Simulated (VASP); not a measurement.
# ZrB2 (P6/mmm) in VASP: a series of runs

The runs below take ZrB2 through single point, with LDA.

Everything below comes from runs of VASP 6.6.1. Logs are shortened: lines on timing, memory, paths and dates and some standing lists are left out, and cuts for length are marked.

**1. The cell of the first run**

It takes space group P6/mmm (No. 191, hexagonal). The conventional cell has a = 3.100 Å, b = 3.100 Å, c = 3.448 Å, α = 90.00°, β = 90.00°, γ = 120.00°. Zr (site symmetry 6/mmm) has 12 B at 2.49 Å and 6 Zr at 3.10 Å within 3.3 Å. B (site symmetry -6m2) has 3 B at 1.79 Å within 2.4 Å.

**2. Single point, LDA (volume scaled by 0.94)**

Input file INCAR:

```
SYSTEM = ZrB2
  PREC = Accurate
  ENCUT = 520
  EDIFF = 1E-7
  ISMEAR = -1
  SIGMA = 0.05
  LREAL = .False.
  LASPH = .True.
  NELM = 80
  ALGO = Normal
  ISIF = 2
  LWAVE = .False.
  LCHARG = .False.
  NBANDS = 16
```

Input file KPOINTS:

```
regular mesh
0
Gamma
  12 12 9
  0 0 0
```

Input file POSCAR:

```
ZrB2
1.0
    3.1003898632      0.0000000000      0.0000000000
   -1.5501949316      2.6850163832      0.0000000000
    0.0000000000      0.0000000000      3.4481431027
Zr B
1 2
Direct
    0.0000000000      0.0000000000      0.0000000000
    0.3333333333      0.6666666667      0.5000000000
    0.6666666667      0.3333333333      0.5000000000
```

Potentials or basis: VASP PAW LDA potentials, release 64 (Zr_sv, B).

Command:

```sh
cat potpaw_LDA.64/Zr_sv/POTCAR potpaw_LDA.64/B/POTCAR > POTCAR
mpirun -np 1 vasp_std > vasp.out
```

OUTCAR:

```text
SYSTEM = ZrB2
   PREC = Accurate
   ENCUT = 520
   EDIFF = 1E-7
   ISMEAR = -1
   LREAL = .False.
   LASPH = .True.
   NELM = 80
   ISIF = 2

 ion  position               nearest neighbor table
   1  0.000  0.000  0.000-   2 2.49   3 2.49   2 2.49   3 2.49   3 2.49   3 2.49   2 2.49   2 2.49
                             3 2.49   3 2.49   2 2.49   2 2.49
   2  0.333  0.667  0.500-   3 1.79   3 1.79   3 1.79   1 2.49   1 2.49   1 2.49   1 2.49   1 2.49
                             1 2.49
   3  0.667  0.333  0.500-   2 1.79   2 1.79   2 1.79   1 2.49   1 2.49   1 2.49   1 2.49   1 2.49
                             1 2.49

  LATTYP: Found a hexagonal cell.
 ALAT       =     3.1003898632
 C/A-ratio  =     1.1121643583

  Lattice vectors:

 A1 = (   3.1003898632,   0.0000000000,   0.0000000000)
 A2 = (  -1.5501949316,   2.6850163832,   0.0000000000)
 A3 = (   0.0000000000,   0.0000000000,   3.4481431027)

Analysis of symmetry for initial positions (statically):
=====================================================================
 Subroutine PRICEL returns:
 Original cell was already a primitive cell.

 Routine SETGRP: Setting up the symmetry group for a
 hexagonal supercell.

 Subroutine GETGRP returns: Found 24 space group operations
 (whereof 24 operations were pure point group operations)
 out of a pool of 24 trial point group operations.

The static configuration has the point symmetry D_6h.

Analysis of symmetry for dynamics (positions and initial velocities):
=====================================================================
 Subroutine PRICEL returns:
 Original cell was already a primitive cell.

 Routine SETGRP: Setting up the symmetry group for a
 hexagonal supercell.

 Subroutine GETGRP returns: Found 24 space group operations
 (whereof 24 operations were pure point group operations)
 out of a pool of 24 trial point group operations.

The dynamic configuration has the point symmetry D_6h.

 Subroutine INISYM returns: Found 24 space group operations
 (whereof 24 operations are pure point group operations),
 and found     1 'primitive' translations

----------------------------------------------------------------------------------------

                                     Primitive cell

  volume of cell :      28.7044

  direct lattice vectors                    reciprocal lattice vectors
     3.100389863  0.000000000  0.000000000     0.322540082  0.186218603  0.000000000
    -1.550194932  2.685016383  0.000000000     0.000000000  0.372437206  0.000000000
     0.000000000  0.000000000  3.448143103     0.000000000  0.000000000  0.290011165

  length of vectors
     3.100389863  3.100389863  3.448143103     0.372437206  0.372437206  0.290011165

  position of ions in fractional coordinates (direct lattice)
     0.000000000  0.000000000  0.000000000
     0.333333333  0.666666667  0.500000000
     0.666666667  0.333333333  0.500000000

  ion indices of the primitive-cell ions
   primitive index   ion index
                 1           1
                 2           2
                 3           3

----------------------------------------------------------------------------------------

 KPOINTS: regular mesh

Automatic generation of k-mesh.
 Grid dimensions read from file:
 generate k-points for:   12   12    9

 Generating k-lattice:

  Cartesian coordinates                     Fractional coordinates (reciprocal lattice)
     0.026878340  0.015518217  0.000000000     0.083333333 -0.000000000  0.000000000
     0.000000000  0.031036434  0.000000000     0.000000000  0.083333333  0.000000000
     0.000000000  0.000000000  0.032223463     0.000000000  0.000000000  0.111111111

  Length of vectors
     0.031036434  0.031036434  0.032223463

  Shift w.r.t. Gamma in fractional coordinates (k-lattice)
     0.000000000  0.000000000  0.000000000

 Subroutine IBZKPT returns following result:
 ===========================================

 Found     95 irreducible k-points:

 Following reciprocal coordinates:
            Coordinates               Weight
  0.000000  0.000000  0.000000      1.000000
  0.083333  0.000000  0.000000      6.000000
  0.166667 -0.000000  0.000000      6.000000
  0.250000  0.000000  0.000000      6.000000
  0.333333  0.000000  0.000000      6.000000
  0.416667  0.000000  0.000000      6.000000
[... 16 lines left out ...]
  0.250000  0.000000  0.111111     12.000000
  0.333333  0.000000  0.111111     12.000000
 [... further k-points ...]
   k-points           NKPTS =     95   k-points in BZ     NKDIM =     95   number of bands    NBANDS=     16
   number of dos      NEDOS =    301   number of ions     NIONS =      3
   total plane-waves  NPLWV =  16128
   dimension x,y,z NGX =    24 NGY =   24 NGZ =   28
   dimension x,y,z NGXF=    48 NGYF=   48 NGZF=   56
   ions per type =               1   2
   NGX,Y,Z   is equivalent  to a cutoff of  12.87, 12.87, 13.50 a.u.
   NGXF,Y,Z  is equivalent  to a cutoff of  25.74, 25.74, 27.00 a.u.
 SYSTEM =  ZrB2
   PREC   = accura    normal or accurate (medium, high low for compatibility)
   ISTART =      0    job   : 0-new  1-cont  2-samecut
   ICHARG =      2    charge: 1-file 2-atom 10-const
   ISPIN  =      1    spin polarized calculation?
   LNONCOLLINEAR =      F non collinear calculations
   LSORBIT =      F    spin-orbit coupling
   LASPH  =      T    aspherical Exc in radial PAW
   ENCUT  =  520.0 eV  38.22 Ry    6.18 a.u.   5.76  5.76  6.41*2*pi/ulx,y,z
   NELM   =     80;   NELMIN=  2; NELMDL= -5     # of ELM steps
   EDIFF  = 0.1E-06   stopping-criterion for ELM
   LREAL  =      F    real-space projection
   EDIFFG = 0.1E-05   stopping-criterion for IOM
   NSW    =      0    number of steps for IOM
   IBRION =     -1    ionic relax: 0-MD 1-quasi-New 2-CG
   NFREE  =      0    steps in history (QN), initial steepest desc. (CG)
   ISIF   =      2    stress and relaxation
   ISYM   =      2    0-nonsym 1-usesym 2-fastsym
   POTIM  = 0.5000    time-step for ionic-motion
   TEBEG  =    0.0;   TEEND  =   0.0 temperature during run
   PSTRESS=    0.0 pullay stress
   NELECT =      18.0000    total number of electrons
   NUPDOWN=      -1.0000    fix difference up-down
   EMIN   =  10.00;   EMAX   =-10.00  energy-range for DOS
   EFERMI =   0.00;   METHOD = LEGACY
   ISMEAR =    -1;   SIGMA  =   0.05  broadening in eV -4-tet -1-fermi 0-gaus
   EFERMI_NEDOS =   21; number of points for ismear=-14 and -15
   IALGO  =     38    algorithm
   IMIX   =      4    mixing-type and parameters
     AMIX     =   0.40;   BMIX     =  1.00
     AMIX_MAG =   1.60;   BMIX_MAG =  1.00
  volume/ion in A,a.u.               =       9.57        64.57
  Fermi-wavevector in a.u.,A,eV,Ry     =   1.401252  2.647982 26.715126  1.963506
  Thomas-Fermi vector in A             =   2.524131
   LORBIT       =      0    0 simple, 1 ext, 2 COOP (PROOUT), +10 PAW based schemes
   GGA     = CA    functional components
   LHFCALC =     F    Hartree Fock is set to
   AEXX    =    0.0000 exact exchange contribution
   IVDW    =     0    specifies the selected vdW correction
   LEPSILON=     F    determine dielectric tensor
   LRPA    =     F    only Hartree local field effects (RPA)
 non-spin polarized calculation
  energy-cutoff  :      520.00
  volume of cell :       28.70
 maximum number of plane-waves:       784
 NGX is ok and might be reduce to    24
   NGX = 11   NGY = 11   NGZ = 13

 number of electron      18.0000000 magnetization

 Free energy of the ion-electron system (eV)
  ---------------------------------------------------
  ext. energy  EPLUGINS =         0.00000000
  ---------------------------------------------------
  free energy    TOTEN  =       -27.45578121 eV

  energy without entropy =      -27.45398070  energy(sigma->0) =      -27.45488095

 E-fermi :  11.3198     XC(G=0): -12.9086

 val. band max:       11.3145132318   @ k =   0.1667   0.1667   0.1111
 cond. band min:      11.3887585000   @ k =   0.1667   0.1667   0.2222
 fundamental gap:      0.0742452681
 Fermi energy:        11.3198141938

 k-point     1 :       0.0000    0.0000    0.0000
  band No.  band energies     occupation
      1     -36.8813      2.00000
      2     -15.2663      2.00000
      3     -14.5898      2.00000
      4     -14.5898      2.00000
      5      -1.6146      2.00000
      6       8.4709      2.00000
[... 8 lines left out ...]
     15      16.6708      0.00000
     16      16.6822      0.00000

 k-point     2 :       0.0833    0.0000    0.0000
  band No.  band energies     occupation
      1     -36.8709      2.00000
      2     -15.2513      2.00000
      3     -14.6768      2.00000
      4     -14.6084      2.00000
      5      -1.4659      2.00000
      6       8.0785      2.00000
[... 8 lines left out ...]
     15      17.4128      0.00000
     16      17.6582      0.00000

 k-point     3 :       0.1667   -0.0000    0.0000
  band No.  band energies     occupation
      1     -36.8423      2.00000
      2     -15.2102      2.00000
      3     -14.9080      2.00000
      4     -14.6589      2.00000
      5      -1.0413      2.00000
      6       7.1432      2.00000
[... 8 lines left out ...]
     15      18.3912      0.00000
     16      18.7909      0.00000

 k-point     4 :       0.2500    0.0000    0.0000
  band No.  band energies     occupation
      1     -36.8029      2.00000
      2     -15.2105      2.00000
      3     -15.1535      2.00000
      4     -14.7268      2.00000
      5      -0.3910      2.00000
      6       6.0071      2.00000
[... 8 lines left out ...]
     15      18.8925      0.00000
     16      20.7361      0.00000
[... 324 lines left out ...]
 k-point    22 :       0.1667   -0.0000    0.1111
  band No.  band energies     occupation
      1     -36.8391      2.00000
      2     -15.2679      2.00000
      3     -14.9015      2.00000
      4     -14.6542      2.00000
      5      -0.8599      2.00000
      6       7.1152      2.00000
[... 8 lines left out ...]
     15      18.6712      0.00000
     16      19.3224      0.00000

 k-point    23 :       0.2500    0.0000    0.1111
  band No.  band energies     occupation
      1     -36.7997      2.00000
      2     -15.2212      2.00000
      3     -15.1894      2.00000
      4     -14.7217      2.00000
      5      -0.2438      2.00000
      6       5.9203      2.00000
[... 8 lines left out ...]
     15      19.1626      0.00000
     16      20.8525      0.00000

 k-point    24 :       0.3333    0.0000    0.1111
  band No.  band energies     occupation
      1     -36.7600      2.00000
      2     -15.4912      2.00000
      3     -15.1466      2.00000
      4     -14.7881      2.00000
      5       0.5331      2.00000
      6       4.7073      2.00000
[... 8 lines left out ...]
     15      19.5555      0.00000
     16      22.6700      0.00000

 [... further k-points ...]

------------------------ aborting loop because EDIFF is reached ----------------------------------------

  FORCE on cell =-STRESS in cart. coord.  units (eV):
  Direction    XX          YY          ZZ          XY          YZ          ZX
  --------------------------------------------------------------------------------------
  -------------------------------------------------------------------------------------
  Total        1.7034652      1.7034652      1.7465645      0.0000000      0.0000000      0.0000000
  in kB       95.0813463     95.0813463     97.4869931      0.0000000      0.0000000      0.0000000
  external PRESSURE =      95.8832286 kB  Pullay stress =       0.0000000 kB

 VOLUME and BASIS-vectors are now :
 -----------------------------------------------------------------------------
  energy-cutoff  :      520.00
  volume of cell :       28.70
      direct lattice vectors                 reciprocal lattice vectors
     3.100389863  0.000000000  0.000000000     0.322540082  0.186218603  0.000000000
    -1.550194932  2.685016383  0.000000000     0.000000000  0.372437206  0.000000000
     0.000000000  0.000000000  3.448143103     0.000000000  0.000000000  0.290011165

 POSITION                                       TOTAL-FORCE (eV/Angst)
 -----------------------------------------------------------------------------------
      0.00000      0.00000      0.00000        -0.000000      0.000000      0.000000
     -0.00000      1.79001      1.72407         0.000000      0.000000      0.000000
      1.55019      0.89501      1.72407        -0.000000      0.000000      0.000000
 -----------------------------------------------------------------------------------
    total drift:                               -0.000000      0.000000      0.000000

  FREE ENERGIE OF THE ION-ELECTRON SYSTEM (eV)
  ---------------------------------------------------
  free  energy   TOTEN  =       -27.4557812090 eV

  energy  without entropy=      -27.4539806959  energy(sigma->0) =      -27.45488095
```

It took 14 s on 1 thread of Intel Xeon 6975P-C (Granite Rapids), shared host; peak memory 0.15 GiB.

Results:

```
Free energy            : -27.4558 eV
Pressure               : 9.6 GPa
Band gap on the k mesh : zero (band 9 reaches 12.04 eV, above the bottom of band 10 at 10.69 eV)
```

**3. Single point, LDA (volume scaled by 0.96)**

Input file INCAR:

```
ALGO = Normal ; EDIFF = 1E-6
ENCUT = 520 ; GGA = CA
ISIF = 2 ; ISMEAR = -1
LASPH = True ; LCHARG = False
LREAL = False ; LWAVE = False
NBANDS = 16 ; NELM = 100
PREC = Accurate ; SIGMA = 0.05
```

Input file KPOINTS:

```
k-points
0
Gamma
  12 12 9
```

Input file POSCAR:

```
ZrB2
1.0
    3.1222243140      0.0000000000      0.0000000000
   -1.5611121570      2.7039255722      0.0000000000
    0.0000000000      0.0000000000      3.4724266007
Zr B
1 2
Direct
    0.0000000000      0.0000000000      0.0000000000
    0.3333333333      0.6666666667      0.5000000000
    0.6666666667      0.3333333333      0.5000000000
```

Potentials or basis: VASP PAW LDA potentials, release 64 (Zr_sv, B).

Command:

```sh
cat potpaw_LDA.64/Zr_sv/POTCAR potpaw_LDA.64/B/POTCAR > POTCAR
mpirun -np 1 vasp_std > vasp.out
```

Run time: 13 s. Hardware: 1 thread of Intel Xeon 6975P-C (Granite Rapids), shared host; peak memory 0.16 GiB.

It converged, with:

```yaml
Free_energy: -27.4811 eV
Pressure: 3.6 GPa
Band_gap_on_the_k_mesh: zero (band 9 reaches 11.78 eV, above the bottom of band 10 at 10.45 eV)
```

Stress tensor (GPa, compression positive):
```
3.37 0.00 0.00
0.00 3.37 0.00
0.00 0.00 3.95
```

Levels at points of the mesh, in eV from the Fermi level:
```tsv
k point	band 7	band 8	band 9	band 10	band 11	band 12
(0.00, 0.00, 0.00)	-2.81	-2.77	-2.32	3.52	3.52	4.33
(0.50, 0.00, 0.00)	-4.11	-3.16	-2.89	2.28	2.35	5.14
```
